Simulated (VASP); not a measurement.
Write the native input for VASP 6.6.1 that does the following.

```yaml
Task: single point
Functional: PBE
Potentials_or_basis: VASP PAW PBE potentials, release 64 (Ti_sv, Co)
Cutoff: 520 eV
k_mesh: 14 × 14 × 14
Occupations: gaussian, width 0.1 eV
Spin: collinear spin, ferromagnetic start
Starting_moments: "[0.0, 1.07] μB"
Dipole_correction: no
Further_INCAR_settings: ALGO = Normal; EDIFF = 1e-06; NBANDS = 22
```

The structure of TiCo lies in POSCAR:

```
TiCo
1.0
    2.9622947496      0.0000000000      0.0000000000
    0.0000000000      2.9622947496      0.0000000000
    0.0000000000      0.0000000000      2.9622947496
Ti Co
1 1
Direct
    0.0000000000      0.0000000000      0.0000000000
    0.5000000000      0.5000000000      0.5000000000
```

One way to write it, as run:

INCAR

```
SYSTEM = TiCo
PREC = Accurate ; ENCUT = 520
EDIFF = 1E-6 ; ISMEAR = 0
SIGMA = 0.1 ; LREAL = .FALSE.
LASPH = .TRUE. ; NELM = 150
ALGO = Normal ; ISIF = 2
LWAVE = .FALSE. ; LCHARG = .FALSE.
ISPIN = 2 ; MAGMOM = 0 1.07
LORBIT = 11 ; LMAXMIX = 4
GGA = PE ; NBANDS = 22
```

KPOINTS

```
regular mesh
0
G
  14 14 14
  0 0 0
```

Potentials or basis: VASP PAW PBE potentials, release 64 (Ti_sv, Co).

The run is started by

```bash
$ cat potpaw_PBE.64/Ti_sv/POTCAR potpaw_PBE.64/Co/POTCAR > POTCAR
$ mpirun -np 1 vasp_std > vasp.out
```

It gave:

The pressure is 3.4 GPa, the net moment is 0.84 μB per cell and the site moments are Ti -0.01; Co +0.90 μB. The valence electrons inside the program's atomic spheres are Ti 10.32; Co 8.33.

Run time: 46 s on 1 thread of Intel(R) Xeon(R) 6975P-C (Granite Rapids), with other jobs on the host, peak memory 0.23 GiB.
